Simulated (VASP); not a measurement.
# Bi2Te (P42_12) in VASP: single point with PBE

Aim: the single point of Bi2Te with PBE.

All numbers are computed with VASP 6.6.1; they aren't measurements. Logs are shortened: lines on timing, memory, paths and dates and some standing lists are left out, and cuts for length are marked.

### Step 1. The cell of the first run

Symmetry: P42_12, No. 90, tetragonal system. The conventional cell has a = 6.558 Å, b = 6.558 Å, c = 5.011 Å, α = 90.00°, β = 90.00°, γ = 90.00°. Within 3.1 Å of Bi (site symmetry 2) lie 2 Te at 2.33 Å. Within 3.1 Å of Te (site symmetry 4) lie 4 Bi at 2.33 Å.

### Step 2. Single point, PBE

Input file INCAR:

```
SYSTEM = Bi2Te
  PREC = Accurate
  ENCUT = 520
  EDIFF = 1E-6
  ISMEAR = 0
  SIGMA = 0.1
  LREAL = .FALSE.
  LASPH = .TRUE.
  NELM = 100
  ALGO = Fast
  ISIF = 2
  LWAVE = .FALSE.
  LCHARG = .FALSE.
  GGA = PE
  NBANDS = 45
```

Input file KPOINTS:

```
Automatic mesh
0
G
  4 4 4
  0 0 0
```

Input file POSCAR:

```
Bi2Te
1.0
    6.5581870400      0.0000000000      0.0000000000
    0.0000000000      6.5581870400      0.0000000000
    0.0000000000      0.0000000000      5.0114146700
Bi Te
4 2
Direct
    0.2467348500      0.2467348500      0.5000000000
    0.7532651500      0.7532651500      0.5000000000
    0.2532651500      0.7467348500      0.5000000000
    0.7467348500      0.2532651500      0.5000000000
    0.0000000000      0.5000000000      0.5482697800
    0.5000000000      0.0000000000      0.4517302200
```

Potentials or basis: VASP PAW PBE potentials, release 64 (Bi_d, Te).

Run with:

```bash
cat potpaw_PBE.64/Bi_d/POTCAR potpaw_PBE.64/Te/POTCAR > POTCAR
mpirun -np 1 vasp_std > vasp.out
```

OUTCAR:

```text
SYSTEM = Bi2Te
   PREC = Accurate
   ENCUT = 520
   EDIFF = 1E-6
   ISMEAR = 0
   LREAL = .FALSE.
   LASPH = .TRUE.
   NELM = 100
   ISIF = 2
   GGA = PE

 ion  position               nearest neighbor table
   1  0.247  0.247  0.500-   5 2.33   6 2.33   3 3.28   4 3.28   3 3.28   4 3.28
   2  0.753  0.753  0.500-   5 2.33   6 2.33   3 3.28   4 3.28   4 3.28   3 3.28
   3  0.253  0.747  0.500-   5 2.33   6 2.33   1 3.28   2 3.28   1 3.28   2 3.28
   4  0.747  0.253  0.500-   5 2.33   6 2.33   1 3.28   2 3.28   2 3.28   1 3.28
   5  0.000  0.500  0.548-   1 2.33   2 2.33   3 2.33   4 2.33
   6  0.500  0.000  0.452-   1 2.33   2 2.33   3 2.33   4 2.33

  LATTYP: Found a simple tetragonal cell.
 ALAT       =     6.5581870400
 C/A-ratio  =     0.7641463471

  Lattice vectors:

 A1 = (   6.5581870400,   0.0000000000,   0.0000000000)
 A2 = (   0.0000000000,   6.5581870400,   0.0000000000)
 A3 = (   0.0000000000,   0.0000000000,   5.0114146700)

Analysis of symmetry for initial positions (statically):
=====================================================================
 Subroutine PRICEL returns:
 Original cell was already a primitive cell.

 Routine SETGRP: Setting up the symmetry group for a
 simple tetragonal supercell.

 Subroutine GETGRP returns: Found  8 space group operations
 (whereof  4 operations were pure point group operations)
 out of a pool of 16 trial point group operations.

The static configuration has the point symmetry D_2 .
 The point group associated with its full space group is D_4 .

Analysis of symmetry for dynamics (positions and initial velocities):
=====================================================================
 Subroutine PRICEL returns:
 Original cell was already a primitive cell.

 Routine SETGRP: Setting up the symmetry group for a
 simple tetragonal supercell.

 Subroutine GETGRP returns: Found  8 space group operations
 (whereof  4 operations were pure point group operations)
 out of a pool of 16 trial point group operations.

The dynamic configuration has the point symmetry D_2 .
 The point group associated with its full space group is D_4 .

 Subroutine INISYM returns: Found  8 space group operations
 (whereof  4 operations are pure point group operations),
 and found     1 'primitive' translations

[... 96 lines left out ...]
   LREAL  =      F    real-space projection
   EDIFFG = 0.1E-04   stopping-criterion for IOM
   NSW    =      0    number of steps for IOM
   IBRION =     -1    ionic relax: 0-MD 1-quasi-New 2-CG
   NFREE  =      0    steps in history (QN), initial steepest desc. (CG)
   ISIF   =      2    stress and relaxation
   ISYM   =      2    0-nonsym 1-usesym 2-fastsym
   POTIM  = 0.5000    time-step for ionic-motion
   TEBEG  =    0.0;   TEEND  =   0.0 temperature during run
   PSTRESS=    0.0 pullay stress
   NELECT =      72.0000    total number of electrons
   NUPDOWN=      -1.0000    fix difference up-down
   EMIN   =  10.00;   EMAX   =-10.00  energy-range for DOS
   EFERMI =   0.00;   METHOD = LEGACY
   ISMEAR =     0;   SIGMA  =   0.10  broadening in eV -4-tet -1-fermi 0-gaus
   EFERMI_NEDOS =   21; number of points for ismear=-14 and -15
   IALGO  =     68    algorithm
   IMIX   =      4    mixing-type and parameters
     AMIX     =   0.40;   BMIX     =  1.00
     AMIX_MAG =   1.60;   BMIX_MAG =  1.00
  volume/ion in A,a.u.               =      35.92       242.42
  Fermi-wavevector in a.u.,A,eV,Ry     =   1.135908  2.146554 17.555409  1.290286
  Thomas-Fermi vector in A             =   2.272613
   LORBIT       =      0    0 simple, 1 ext, 2 COOP (PROOUT), +10 PAW based schemes
   GGA     = PE    functional components
   LHFCALC =     F    Hartree Fock is set to
   AEXX    =    0.0000 exact exchange contribution
   IVDW    =     0    specifies the selected vdW correction
   LEPSILON=     F    determine dielectric tensor
   LRPA    =     F    only Hartree local field effects (RPA)
 non-spin polarized calculation
 RMM-DIIS sequential band-by-band and
 Gauss-broadening in eV      SIGMA  =   0.10
  energy-cutoff  :      520.00
  volume of cell :      215.54
 maximum number of plane-waves:      5852
 NGX is ok and might be reduce to    50
   NGX = 25   NGY = 25   NGZ = 19

 number of electron      72.0000014 magnetization

 Free energy of the ion-electron system (eV)
  ---------------------------------------------------
  ext. energy  EPLUGINS =         0.00000000
  ---------------------------------------------------
  free energy    TOTEN  =         4.15112107 eV

  energy without entropy =        4.17757624  energy(sigma->0) =        4.16434865

 E-fermi :   6.3225     XC(G=0):  -8.5431

 val. band max:        6.3213703506   @ k =   0.2500   0.2500   0.2500
 cond. band min:       6.3663606467   @ k =   0.2500   0.0000   0.2500
 fundamental gap:      0.0449902961
 Fermi energy:         6.3225206222

 k-point     1 :       0.0000    0.0000    0.0000
  band No.  band energies     occupation
      1     -18.5201      2.00000
      2     -18.0856      2.00000
      3     -18.0856      2.00000
      4     -17.6544      2.00000
      5     -17.6495      2.00000
      6     -17.4562      2.00000
[... 853 lines left out ...]
     44      11.2574      0.00000
     45      11.9885      0.00000

------------------------ aborting loop because EDIFF is reached ----------------------------------------

  FORCE on cell =-STRESS in cart. coord.  units (eV):
  Direction    XX          YY          ZZ          XY          YZ          ZX
  --------------------------------------------------------------------------------------
  -------------------------------------------------------------------------------------
  Total      112.0349332    112.0349332      1.2002893      0.0000000      0.0000000      0.0000000
  in kB      832.7911568    832.7911568      8.9221305      0.0000000      0.0000000      0.0000000
  external PRESSURE =     558.1681481 kB  Pullay stress =       0.0000000 kB

 VOLUME and BASIS-vectors are now :
 -----------------------------------------------------------------------------
  energy-cutoff  :      520.00
  volume of cell :      215.54
      direct lattice vectors                 reciprocal lattice vectors
     6.558187040  0.000000000  0.000000000     0.152481165  0.000000000  0.000000000
     0.000000000  6.558187040  0.000000000     0.000000000  0.152481165  0.000000000
     0.000000000  0.000000000  5.011414670     0.000000000  0.000000000  0.199544453

 POSITION                                       TOTAL-FORCE (eV/Angst)
 -----------------------------------------------------------------------------------
      1.61813      1.61813      2.50571        -0.245157     -0.245157      0.000000
      4.94005      4.94005      2.50571         0.245157      0.245157     -0.000000
      1.66096      4.89723      2.50571         0.245157     -0.245157      0.000000
      4.89723      1.66096      2.50571        -0.245157      0.245157      0.000000
      0.00000      3.27909      2.74761         0.000000      0.000000      4.548436
      3.27909      0.00000      2.26381         0.000000      0.000000     -4.548436
 -----------------------------------------------------------------------------------
    total drift:                               -0.000000      0.000000     -0.000000

  FREE ENERGIE OF THE ION-ELECTRON SYSTEM (eV)
  ---------------------------------------------------
  free  energy   TOTEN  =         4.1511210721 eV

  energy  without entropy=        4.1775762356  energy(sigma->0) =        4.16434865
```

Wall time 2 min (1 thread of Intel Xeon Platinum 8488C (Sapphire Rapids), shared host); peak memory 0.38 GiB.

What came out:

| Property | Result |
| --- | --- |
| Free energy | 4.1511 eV |
| Pressure | 55.8 GPa |
| Largest force | 4.548 eV/Å |
| Band gap on the k mesh | zero (band 36 reaches 7.02 eV, above the bottom of band 37 at 5.98 eV) |

Forces in eV/Å, atoms in the order of the input:
```
Bi  -0.245 -0.245  0.000
Bi   0.245  0.245  0.000
Bi   0.245 -0.245  0.000
Bi  -0.245  0.245  0.000
Te   0.000  0.000  4.548
Te   0.000  0.000 -4.548
```

Levels at points of the mesh, in eV from the Fermi level:
| k point | band 33 | band 34 | band 35 | band 36 | band 37 | band 38 | band 39 | band 40 |
| --- | --- | --- | --- | --- | --- | --- | --- | --- |
| (0.00, 0.00, 0.00) | -1.39 | 0.56 | 0.56 | 0.70 | 1.30 | 1.42 | 1.57 | 2.22 |
| (0.50, 0.00, 0.00) | -2.08 | -2.08 | -0.46 | -0.46 | 0.31 | 0.31 | 2.02 | 2.02 |
| (0.50, 0.50, 0.00) | -1.56 | -1.56 | -1.35 | -1.35 | 1.32 | 1.32 | 1.52 | 1.52 |
| (0.00, 0.00, 0.50) | -2.23 | 0.00 | 0.62 | 0.62 | 0.77 | 1.54 | 2.15 | 2.15 |
| (0.50, 0.00, 0.50) | -2.09 | -2.09 | -1.30 | -1.30 | -0.35 | -0.35 | 2.11 | 2.11 |
| (0.50, 0.50, 0.50) | -1.64 | -1.64 | -1.22 | -1.22 | 1.01 | 1.01 | 1.66 | 1.66 |

Caveat: spin-orbit coupling is left out, which moves the levels of the heavy elements; this functional lacks dispersion, which binds the layers, so the pressure and a relaxed spacing across them are unreliable; forces of over 1 eV/Å act on the atoms, so gaps and moduli don't describe the material at rest.
